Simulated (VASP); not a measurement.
# Pt (Im-3m) in VASP: further runs

Pt is run at these levels: PBE; tasks: single point.

Everything below comes from runs of VASP 6.6.1. Logs are shortened: lines on timing, memory, paths and dates and some standing lists are left out, and cuts for length are marked.

## 1. The cell of the first run

The structure is cubic, space group Im-3m (No. 229). The conventional cell has a = 3.213 Å, b = 3.213 Å, c = 3.213 Å, α = 90.00°, β = 90.00°, γ = 90.00°. Within 3.7 Å of Pt (site symmetry m-3m) lie 14 Pt at 2.78 to 3.21 Å.

## 2. Single point, PBE

Input file INCAR:

```
  ALGO = Normal
  EDIFF = 1E-6
  ENCUT = 500
  GGA = PE
  GGA_COMPAT = F
  ISIF = 2
  ISMEAR = 0
  LASPH = T
  LCHARG = F
  LREAL = F
  LWAVE = F
  NBANDS = 11
  NELM = 120
  PREC = Accurate
  SIGMA = 0.05
```

Input file KPOINTS:

```
k-points
0
Gamma
  8 8 8
```

Input file POSCAR:

```
Pt
1.0
   -1.6065680718      1.6065680718      1.6065680718
    1.6065680718     -1.6065680718      1.6065680718
    1.6065680718      1.6065680718     -1.6065680718
Pt
1
Direct
    0.0000000000      0.0000000000      0.0000000000
```

Potentials or basis: VASP PAW PBE potentials, release 64 (Pt).

Started as:

```
$ cat potpaw_PBE.64/Pt/POTCAR > POTCAR
$ mpirun -np 1 vasp_std > vasp.out
```

OUTCAR:

```text
EDIFF = 1E-6
   ENCUT = 500
   GGA = PE
   ISIF = 2
   ISMEAR = 0
   LASPH = T
   LREAL = F
   NELM = 120
   PREC = Accurate

 ion  position               nearest neighbor table
   1  0.000  0.000  0.000-

  LATTYP: Found a body centered cubic cell.
 ALAT       =     3.2131361436

  Lattice vectors:

 A1 = (  -1.6065680718,   1.6065680718,   1.6065680718)
 A2 = (   1.6065680718,  -1.6065680718,   1.6065680718)
 A3 = (   1.6065680718,   1.6065680718,  -1.6065680718)

Analysis of symmetry for initial positions (statically):
=====================================================================
 Subroutine PRICEL returns:
 Original cell was already a primitive cell.

 Routine SETGRP: Setting up the symmetry group for a
 body centered cubic supercell.

 Subroutine GETGRP returns: Found 48 space group operations
 (whereof 48 operations were pure point group operations)
 out of a pool of 48 trial point group operations.

The static configuration has the point symmetry O_h .

Analysis of symmetry for dynamics (positions and initial velocities):
=====================================================================
 Subroutine PRICEL returns:
 Original cell was already a primitive cell.

 Routine SETGRP: Setting up the symmetry group for a
 body centered cubic supercell.

 Subroutine GETGRP returns: Found 48 space group operations
 (whereof 48 operations were pure point group operations)
 out of a pool of 48 trial point group operations.

The dynamic configuration has the point symmetry O_h .

 Subroutine INISYM returns: Found 48 space group operations
 (whereof 48 operations are pure point group operations),
 and found     1 'primitive' translations

----------------------------------------------------------------------------------------

                                     Primitive cell

  volume of cell :      16.5866

  direct lattice vectors                    reciprocal lattice vectors
    -1.606568072  1.606568072  1.606568072     0.000000000  0.311222418  0.311222418
     1.606568072 -1.606568072  1.606568072     0.311222418  0.000000000  0.311222418
     1.606568072  1.606568072 -1.606568072     0.311222418  0.311222418  0.000000000

  length of vectors
     2.782657526  2.782657526  2.782657526     0.440134964  0.440134964  0.440134964

  position of ions in fractional coordinates (direct lattice)
     0.000000000  0.000000000  0.000000000

  ion indices of the primitive-cell ions
   primitive index   ion index
                 1           1

[... 72 lines left out ...]
   LREAL  =      F    real-space projection
   EDIFFG = 0.1E-04   stopping-criterion for IOM
   NSW    =      0    number of steps for IOM
   IBRION =     -1    ionic relax: 0-MD 1-quasi-New 2-CG
   NFREE  =      0    steps in history (QN), initial steepest desc. (CG)
   ISIF   =      2    stress and relaxation
   ISYM   =      2    0-nonsym 1-usesym 2-fastsym
   POTIM  = 0.5000    time-step for ionic-motion
   TEBEG  =    0.0;   TEEND  =   0.0 temperature during run
   PSTRESS=    0.0 pullay stress
   NELECT =      10.0000    total number of electrons
   NUPDOWN=      -1.0000    fix difference up-down
   EMIN   =  10.00;   EMAX   =-10.00  energy-range for DOS
   EFERMI =   0.00;   METHOD = LEGACY
   ISMEAR =     0;   SIGMA  =   0.05  broadening in eV -4-tet -1-fermi 0-gaus
   EFERMI_NEDOS =   21; number of points for ismear=-14 and -15
   IALGO  =     38    algorithm
   IMIX   =      4    mixing-type and parameters
     AMIX     =   0.40;   BMIX     =  1.00
     AMIX_MAG =   1.60;   BMIX_MAG =  1.00
  volume/ion in A,a.u.               =      16.59       111.93
  Fermi-wavevector in a.u.,A,eV,Ry     =   1.383001  2.613492 26.023736  1.912691
  Thomas-Fermi vector in A             =   2.507639
   LORBIT       =      0    0 simple, 1 ext, 2 COOP (PROOUT), +10 PAW based schemes
   GGA     = PE    functional components
   LHFCALC =     F    Hartree Fock is set to
   AEXX    =    0.0000 exact exchange contribution
   IVDW    =     0    specifies the selected vdW correction
   LEPSILON=     F    determine dielectric tensor
   LRPA    =     F    only Hartree local field effects (RPA)
 non-spin polarized calculation
 Gauss-broadening in eV      SIGMA  =   0.05
  energy-cutoff  :      500.00
  volume of cell :       16.59
 maximum number of plane-waves:       429
   NGX = 11   NGY = 11   NGZ = 11

 number of electron      10.0000003 magnetization

 Free energy of the ion-electron system (eV)
  ---------------------------------------------------
  ext. energy  EPLUGINS =         0.00000000
  ---------------------------------------------------
  free energy    TOTEN  =        -5.91510127 eV

  energy without entropy =       -5.90861654  energy(sigma->0) =       -5.91185890

 E-fermi :   9.4279     XC(G=0): -12.9128

 val. band max:        9.4039014361   @ k =  -0.2500   0.2500   0.2500
 cond. band min:       9.4284584597   @ k =  -0.3750   0.5000   0.1250
 fundamental gap:      0.0245570236
 Fermi energy:         9.4279222238

 k-point     1 :       0.0000    0.0000    0.0000
  band No.  band energies     occupation
      1       0.3534      2.00000
      2       6.1524      2.00000
      3       6.1524      2.00000
      4       6.1524      2.00000
      5       8.4584      2.00000
      6       8.4584      2.00000
      7      26.4534      0.00000
      8      26.4534      0.00000
      9      26.4534      0.00000
     10      35.9002      0.00000
     11      35.9046      0.00000
[... 309 lines left out ...]
 k-point    24 :      -0.3750    0.3750    0.2500
  band No.  band energies     occupation
      1       4.6008      2.00000
      2       5.1472      2.00000
      3       6.8451      2.00000
      4       7.4529      2.00000
      5       9.1895      2.00000
      6      10.9991      0.00000
      7      19.7188      0.00000
      8      22.4894      0.00000
      9      24.7762      0.00000
     10      27.7789      0.00000
     11      33.9298      0.00000

 [... further k-points ...]
[... 5 lines left out ...]
  --------------------------------------------------------------------------------------
  -------------------------------------------------------------------------------------
  Total       -0.9143262     -0.9143262     -0.9143262     -0.0000000     -0.0000000     -0.0000000
  in kB      -88.3190460    -88.3190460    -88.3190460     -0.0000000     -0.0000000     -0.0000000
  external PRESSURE =     -88.3190460 kB  Pullay stress =       0.0000000 kB

 VOLUME and BASIS-vectors are now :
 -----------------------------------------------------------------------------
  energy-cutoff  :      500.00
  volume of cell :       16.59
      direct lattice vectors                 reciprocal lattice vectors
    -1.606568072  1.606568072  1.606568072     0.000000000  0.311222418  0.311222418
     1.606568072 -1.606568072  1.606568072     0.311222418  0.000000000  0.311222418
     1.606568072  1.606568072 -1.606568072     0.311222418  0.311222418  0.000000000

 POSITION                                       TOTAL-FORCE (eV/Angst)
 -----------------------------------------------------------------------------------
      0.00000      0.00000      0.00000         0.000000      0.000000      0.000000
 -----------------------------------------------------------------------------------
    total drift:                                0.000000     -0.000000      0.000000

  FREE ENERGIE OF THE ION-ELECTRON SYSTEM (eV)
  ---------------------------------------------------
  free  energy   TOTEN  =        -5.9151012694 eV

  energy  without entropy=       -5.9086165367  energy(sigma->0) =       -5.91185890
```

OSZICAR:

```text
N       E                     dE             d eps       ncg     rms          rms(c)
DAV:   1     0.353238668149E+02    0.35324E+02   -0.50536E+03   670   0.794E+02
DAV:   2    -0.575995490875E+01   -0.41084E+02   -0.39568E+02   757   0.168E+02
DAV:   3    -0.626953818114E+01   -0.50958E+00   -0.50573E+00   731   0.172E+01
DAV:   4    -0.627156894750E+01   -0.20308E-02   -0.20306E-02   728   0.133E+00
DAV:   5    -0.627158709105E+01   -0.18144E-04   -0.18143E-04   758   0.117E-01    0.959E+00
DAV:   6    -0.594002109519E+01    0.33157E+00   -0.84534E-01   671   0.707E+00    0.517E+00
DAV:   7    -0.591751526573E+01    0.22506E-01   -0.72936E-02   731   0.205E+00    0.240E+00
DAV:   8    -0.591515993318E+01    0.23553E-02   -0.16445E-03   699   0.321E-01    0.302E-01
DAV:   9    -0.591509635530E+01    0.63578E-04   -0.74981E-05   743   0.642E-02    0.136E-02
DAV:  10    -0.591510126608E+01   -0.49108E-05   -0.25672E-06   719   0.161E-02    0.946E-04
DAV:  11    -0.591510126938E+01   -0.32919E-08   -0.49369E-08   406   0.170E-03
   1 F= -.59151013E+01 E0= -.59118589E+01  d E =-.648473E-02
```

It took 5.5 s on 1 thread of Intel Xeon Platinum 8259CL at 2.50GHz (Skylake/Cascade Lake), shared host; peak memory 0.13 GiB.

What came out:

```yaml
Free_energy: -5.9151 eV
Pressure: -8.8 GPa
Band_gap_on_the_k_mesh: zero (band 5 reaches 10.26 eV, above the bottom of band 6 at 8.46 eV)
```

Caveat: spin-orbit coupling is left out, which moves the levels of the heavy elements.

## 3. Single point, PBE

This run uses another cell than the first one, of 15.94 Å³/atom, 0.961 times its volume.

Input file INCAR:

```
ALGO = Normal
EDIFF = 1E-6
ENCUT = 500
GGA = PE
GGA_COMPAT = F
ISIF = 2
ISMEAR = 0
LASPH = T
LCHARG = F
LREAL = F
LWAVE = F
NBANDS = 11
NELM = 120
PREC = Accurate
SIGMA = 0.05
```

KPOINTS is that of step 2.

Input file POSCAR:

```
Pt
1.0
   -1.5855398410      1.5855398410      1.5855398410
    1.5855398410     -1.5855398410      1.5855398410
    1.5855398410      1.5855398410     -1.5855398410
Pt
1
Direct
    0.0000000000      0.0000000000      0.0000000000
```

Potentials or basis: VASP PAW PBE potentials, release 64 (Pt).

Started as:

```
$ cat potpaw_PBE.64/Pt/POTCAR > POTCAR
$ mpirun -np 1 vasp_std > vasp.out
```

Run time: 7.2 s. Hardware: 1 thread of Intel Xeon Platinum 8259CL at 2.50GHz (Skylake/Cascade Lake), shared host; peak memory 0.12 GiB.

Results (log left out):

| Quantity | Value |
| --- | --- |
| Free energy | -5.9342 eV |
| Pressure | -0.6 GPa |
| Band gap on the k mesh | zero (band 5 reaches 11.02 eV, above the bottom of band 6 at 9.08 eV) |

Levels at points of the mesh, in eV from the Fermi level:
| k point | band 3 | band 4 | band 5 | band 6 | band 7 | band 8 |
| --- | --- | --- | --- | --- | --- | --- |
| (0.00, 0.00, 0.00) | -3.48 | -3.48 | -1.04 | -1.04 | 17.02 | 17.02 |
| (0.50, 0.00, 0.00) | -1.21 | -0.72 | 0.22 | 0.98 | 6.16 | 13.19 |
| (0.50, 0.50, 0.50) | 0.47 | 0.47 | 0.47 | 7.58 | 7.58 | 7.58 |

Caveat: spin-orbit coupling is left out, which moves the levels of the heavy elements.
